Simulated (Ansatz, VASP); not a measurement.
## Mn in VASP and in Ansatz

The input INCAR:

```
SYSTEM = Mn
PREC = Accurate
ENCUT = 500
EDIFF = 1E-6
ISMEAR = -1
SIGMA = 0.1
LREAL = .False.
LASPH = .True.
NELM = 200
ALGO = Normal
ISIF = 2
LWAVE = .False.
LCHARG = .False.
ISPIN = 2
MAGMOM = 0
LORBIT = 11
LMAXMIX = 4
GGA = PE
NBANDS = 16
GGA_COMPAT = .False.
```

KPOINTS

```
regular mesh
0
Gamma
  8 8 8
  0 0 0
```

The input POSCAR:

```
Mn
1.0
    0.0000000000      1.7424160000      1.7424160000
    1.7424160000      0.0000000000      1.7424160000
    1.7424160000      1.7424160000      0.0000000000
Mn
1
Direct
    0.0000000000      0.0000000000      0.0000000000
```

Input for Ansatz:

```yaml
crystal:
  lattice:
    - [0, 1.742416, 1.742416]
    - [1.742416, 0, 1.742416]
    - [1.742416, 1.742416, 0]
  atoms:
    - { symbol: Mn, position: [0, 0, 0] }
kpoints:
  mp_grid: { grid: [8, 8, 8], shift: [0, 0, 0] }
hamiltonian:
  xc: pbe
  pseudopotentials: { kind: nc }
scf:
  occupations: { method: fermi_dirac }
  algorithm: direct_min
magnetization:
  spin_polarized: true
```

Alike in both runs: task single point; functional PBE; k mesh 8 × 8 × 8; collinear spin.

```csv
,VASP,Ansatz
version,VASP 6.6.1,Ansatz 0.2 development build
potentials or method,"VASP PAW PBE potentials, release 64 (Mn_pv)",scalar-relativistic
plane-wave cutoff (eV),500,1306
occupations,"fermi-dirac, width 0.1 eV",fermi-dirac
```

|  | VASP | Ansatz | Ansatz less VASP |
| --- | --- | --- | --- |
| net moment per atom (μB) | 0.00 | 0.00 | 0.000 |

The k mesh is coarse, so the values compare programs but aren't converged.
